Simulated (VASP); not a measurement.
# AlN (P6_3mc) in VASP: vibrations by perturbation theory with PBE

Aim: the vibrations by perturbation theory of AlN with PBE.

Program: VASP 6.6.1. These are calculated values, not measurements. Logs are shortened: lines on timing, memory, paths and dates and some standing lists are left out, and cuts for length are marked.

**1. The cell of the first run**

The structure is hexagonal, space group P6_3mc (No. 186). The conventional cell has a = 3.113 Å, b = 3.113 Å, c = 4.981 Å, α = 90.00°, β = 90.00°, γ = 120.00°. Within 2.5 Å of Al (site symmetry 3m) lie 4 N at 1.89 Å. Within 2.5 Å of N (site symmetry 3m) lie 4 Al at 1.89 Å.

**2. Vibrations by perturbation theory, PBE**

Contents of INCAR:

```
ALGO = Normal
EDIFF = 1E-8
ENCUT = 520
GGA = PE
IBRION = 8
ISIF = 2
ISMEAR = 0
LASPH = True
LCHARG = True
LREAL = False
LWAVE = False
NBANDS = 16
NELM = 60
NSW = 1
PREC = Accurate
SIGMA = 0.01
```

Contents of KPOINTS:

```
k-points
0
Gamma
  6 6 4
```

Contents of POSCAR:

```
AlN
1.0
    3.1130000000      0.0000000000      0.0000000000
   -1.5565000000      2.6959370000      0.0000000000
    0.0000000000      0.0000000000      4.9810000000
Al N
2 2
Direct
    0.3333333333      0.6666666667      0.0000000000
    0.6666666667      0.3333333333      0.5000000000
    0.3333333333      0.6666666667      0.3800000000
    0.6666666667      0.3333333333      0.8800000000
```

Potentials or basis: VASP PAW PBE potentials, release 64 (Al, N).

Command:

```
> cat potpaw_PBE.64/Al/POTCAR potpaw_PBE.64/N/POTCAR > POTCAR
> mpirun -np 1 vasp_std > vasp.out
```

OUTCAR:

```text
EDIFF = 1E-8
   ENCUT = 520
   GGA = PE
   IBRION = 8
   ISIF = 2
   ISMEAR = 0
   LASPH = True
   LREAL = False
   NELM = 60
   NSW = 1
   PREC = Accurate

 ion  position               nearest neighbor table
   1  0.333  0.667  0.000-   3 1.89   4 1.89   4 1.89   4 1.89   2 3.07   2 3.07   2 3.07   2 3.07
                             2 3.07   2 3.07
   2  0.667  0.333  0.500-   4 1.89   3 1.89   3 1.89   3 1.89   1 3.07   1 3.07   1 3.07   1 3.07
                             1 3.07   1 3.07
   3  0.333  0.667  0.380-   1 1.89   2 1.89   2 1.89   2 1.89
   4  0.667  0.333  0.880-   2 1.89   1 1.89   1 1.89   1 1.89

  LATTYP: Found a hexagonal cell.
 ALAT       =     3.1130000000
 C/A-ratio  =     1.6000642467

  Lattice vectors:

 A1 = (   3.1130000000,   0.0000000000,   0.0000000000)
 A2 = (  -1.5565000000,   2.6959370000,   0.0000000000)
 A3 = (   0.0000000000,   0.0000000000,   4.9810000000)

Analysis of symmetry for initial positions (statically):
=====================================================================
 Subroutine PRICEL returns:
 Original cell was already a primitive cell.

 Routine SETGRP: Setting up the symmetry group for a
 hexagonal supercell.

 Subroutine GETGRP returns: Found 12 space group operations
 (whereof  6 operations were pure point group operations)
 out of a pool of 24 trial point group operations.

The static configuration has the point symmetry C_3v.
 The point group associated with its full space group is C_6v.

Analysis of symmetry for dynamics (positions and initial velocities):
=====================================================================
 Subroutine PRICEL returns:
 Original cell was already a primitive cell.

 Routine SETGRP: Setting up the symmetry group for a
 hexagonal supercell.

 Subroutine GETGRP returns: Found 12 space group operations
 (whereof  6 operations were pure point group operations)
 out of a pool of 24 trial point group operations.

The dynamic configuration has the point symmetry C_3v.
 The point group associated with its full space group is C_6v.

 Subroutine INISYM returns: Found 12 space group operations
 (whereof  6 operations are pure point group operations),
 and found     1 'primitive' translations

----------------------------------------------------------------------------------------

                                     Primitive cell

  volume of cell :      41.8028

  direct lattice vectors                    reciprocal lattice vectors
     3.113000000  0.000000000  0.000000000     0.321233537  0.185464275  0.000000000
    -1.556500000  2.695937000  0.000000000     0.000000000  0.370928549  0.000000000
     0.000000000  0.000000000  4.981000000     0.000000000  0.000000000  0.200762899

  length of vectors
     3.113000000  3.112999929  4.981000000     0.370928541  0.370928549  0.200762899

  position of ions in fractional coordinates (direct lattice)
     0.333333333  0.666666667  0.000000000
     0.666666667  0.333333333  0.500000000
     0.333333333  0.666666667  0.380000000
     0.666666667  0.333333333  0.880000000

  ion indices of the primitive-cell ions
   primitive index   ion index
                 1           1
                 2           2
[... 121 lines left out ...]
 E-fermi :   6.1808     XC(G=0): -10.9067

 val. band max:        6.1224042960   @ k =   0.0000   0.0000   0.0000
 cond. band min:      10.3455839687   @ k =   0.0000   0.0000   0.0000
 fundamental gap:      4.2231796727
 Fermi energy:         6.1808302179

 k-point     1 :       0.0000    0.0000    0.0000
  band No.  band energies     occupation
      1      -9.0366      2.00000
      2      -6.8881      2.00000
      3       0.1492      2.00000
      4       5.2908      2.00000
      5       5.2908      2.00000
      6       5.9429      2.00000
[... 378 lines left out ...]
      5       2.2954      2.00000
      6       2.2954      2.00000
[... 8 lines left out ...]
     15      19.9842      0.00000
     16      19.9842      0.00000

------------------------ aborting loop because EDIFF is reached ----------------------------------------

  FORCE on cell =-STRESS in cart. coord.  units (eV):
  Direction    XX          YY          ZZ          XY          YZ          ZX
  --------------------------------------------------------------------------------------
  -------------------------------------------------------------------------------------
  Total        0.7578920      0.7578919      1.1831985      0.0000000      0.0000000      0.0000000
  in kB       29.0477499     29.0477481     45.3484846      0.0000000      0.0000000      0.0000000
  external PRESSURE =      34.4813275 kB  Pullay stress =       0.0000000 kB

 VOLUME and BASIS-vectors are now :
 -----------------------------------------------------------------------------
  energy-cutoff  :      520.00
  volume of cell :       41.80
      direct lattice vectors                 reciprocal lattice vectors
     3.113000000  0.000000000  0.000000000     0.321233537  0.185464275  0.000000000
    -1.556500000  2.695937000  0.000000000     0.000000000  0.370928549  0.000000000
     0.000000000  0.000000000  4.981000000     0.000000000  0.000000000  0.200762899

 POSITION                                       TOTAL-FORCE (eV/Angst)
 -----------------------------------------------------------------------------------
     -0.00000      1.79729      0.00000         0.000000     -0.000000     -0.130012
      1.55650      0.89865      2.49050        -0.000000     -0.000000     -0.130012
     -0.00000      1.79729      1.89278         0.000000      0.000000      0.130012
      1.55650      0.89865      4.38328        -0.000000     -0.000000      0.130012
 -----------------------------------------------------------------------------------
    total drift:                               -0.000000     -0.000000      0.000398

  FREE ENERGIE OF THE ION-ELECTRON SYSTEM (eV)
  ---------------------------------------------------
  free  energy   TOTEN  =       -29.7699236043 eV

  energy  without entropy=      -29.7699236043  energy(sigma->0) =      -29.76992360

[... ionic steps 2 to 9 ...]

--------------------------------------- Ionic step       10  -------------------------------------------

------------------------ aborting loop because EDIFF is reached ----------------------------------------

[... ionic steps 11 to 11 ...]

--------------------------------------- Ionic step       12  -------------------------------------------

 Free energy of the ion-electron system (eV)
  ---------------------------------------------------
  ---------------------------------------------------
  free energy    TOTEN  =        -0.25436779 eV

  energy without entropy =       -0.25436779

------------------------ aborting loop because EDIFF is reached ----------------------------------------

 INTERNAL STRAIN TENSOR  FOR ION    3  DIRECTION 3   (eV/Angst):
 -----------------------------------------------------------------------------
     5.50923 -0.00000 -0.00000
     0.00000  5.50923  0.00000
     0.00000  0.00000-13.16526

 INTERNAL STRAIN TENSOR FOR ION    4 for displacements in x,y,z  (eV/Angst):
          X           Y           Z          XY          YZ          ZX
  --------------------------------------------------------------------------------
  x     0.00000     0.00000     0.00000    10.36463     0.00000     5.35502
  y    10.36463   -10.36463     0.00000     0.00000     5.39305    -0.00000
  z     5.50923     5.50923   -13.16526     0.00000    -0.00000    -0.00000

 SECOND DERIVATIVES (NOT SYMMETRIZED)
 ------------------------------------
               1X          1Y          1Z          2X          2Y          2Z          3X          3Y          3Z          4X          4Y          4Z
  1X   -15.403791    0.000000   -0.000000    0.676301    0.000000    0.000000    1.415546    0.000000    0.000000   13.311944   -0.000000    0.000000
  1Y     0.000000  -15.403791    0.000000   -0.000000    0.676301    0.000000    0.000000    1.415546    0.000000    0.000000   13.311943    0.000000
  1Z     0.000000    0.000000  -21.841912    0.000000    0.000000    8.501366    0.000000    0.000000    7.135795    0.000000    0.000000    6.204752
  2X     0.676301    0.000000    0.000000  -15.403791   -0.000000    0.000000   13.311944    0.000000   -0.000000    1.415546   -0.000000    0.000000
  2Y     0.000000    0.676301    0.000000    0.000000  -15.403791   -0.000000    0.000000   13.311943    0.000000   -0.000000    1.415546    0.000000
  2Z     0.000000   -0.000000    8.501366    0.000000    0.000000  -21.841912   -0.000000   -0.000000    6.204752    0.000000   -0.000000    7.135795
  3X     1.415177   -0.000000    0.000000   13.312574    0.000000   -0.000000  -15.468602    0.000000    0.000000    0.740850   -0.000000    0.000000
  3Y     0.000000    1.415177    0.000000    0.000000   13.312574    0.000000    0.000000  -15.468601    0.000000    0.000000    0.740850    0.000000
  3Z     0.000000    0.000000    7.096432    0.000000    0.000000    6.241357    0.000000   -0.000000  -20.437888    0.000000    0.000000    7.100100
  4X    13.312574   -0.000000    0.000000    1.415177    0.000000    0.000000    0.740850    0.000000    0.000000  -15.468602   -0.000000    0.000000
  4Y    -0.000000   13.312574    0.000000    0.000000    1.415177    0.000000    0.000000    0.740850    0.000000   -0.000000  -15.468601   -0.000000
  4Z     0.000000   -0.000000    6.241357    0.000000    0.000000    7.096432   -0.000000    0.000000    7.100100    0.000000    0.000000  -20.437888

 Eigenvectors and eigenvalues of the dynamical matrix
 ----------------------------------------------------

   1 f  =   21.938809 THz   137.845604 2PiTHz  731.799906 cm-1    90.731584 meV
             X         Y         Z           dx          dy          dz
     -0.000000  1.797291  0.000000     0.000000   -0.000000    0.038405
      1.556500  0.898646  2.490500     0.000000    0.000000   -0.038405
     -0.000000  1.797291  1.892780    -0.000000   -0.000000   -0.706063
      1.556500  0.898646  4.383280    -0.000000   -0.000000    0.706063
[... 71 lines left out ...]
  12 f/i=    0.000922 THz     0.005794 2PiTHz    0.030760 cm-1     0.003814 meV
             X         Y         Z           dx          dy          dz
     -0.000000  1.797291  0.000000     0.000000   -0.000000    0.573723
      1.556500  0.898646  2.490500     0.000000   -0.000000    0.573723
     -0.000000  1.797291  1.892780     0.000000   -0.000000    0.413331
      1.556500  0.898646  4.383280     0.000000   -0.000000    0.413331

--------------------------------------------------------------------------------------------------------

 ELASTIC MODULI CONTR FROM IONIC RELAXATION (kBar)
 Direction    XX          YY          ZZ          XY          YZ          ZX
 --------------------------------------------------------------------------------
 XX        -687.6315    338.2726    417.4019      0.0000     -0.0000     -0.0000
 YY         338.2726   -687.6314    417.4019     -0.0000      0.0000      0.0000
 ZZ         417.4019    417.4019   -997.3946     -0.0000     -0.0000      0.0000
 XY           0.0000     -0.0000     -0.0000   -512.9520      0.0000      0.0000
 YZ          -0.0000      0.0000     -0.0000      0.0000   -138.3225      0.0000
 ZX          -0.0000      0.0000      0.0000      0.0000      0.0000   -146.4401
 --------------------------------------------------------------------------------
```

It took 4.9 min on 1 thread of AMD EPYC 7R13, shared host; peak memory 0.23 GiB.

Results:

```
Highest phonon frequency at Γ, LO-TO splitting left out : 732 cm⁻¹
```

Phonon frequencies in cm⁻¹ (negative: imaginary):
```csv
q point,frequencies
"(0.000, 0.000, 0.000)",0 0 0 235 235 552 627 649 649 659 659 732
```

Caveat: the k points lie up to 0.39 Å⁻¹ apart; the cell stands under pressure or tension, which shifts response properties.
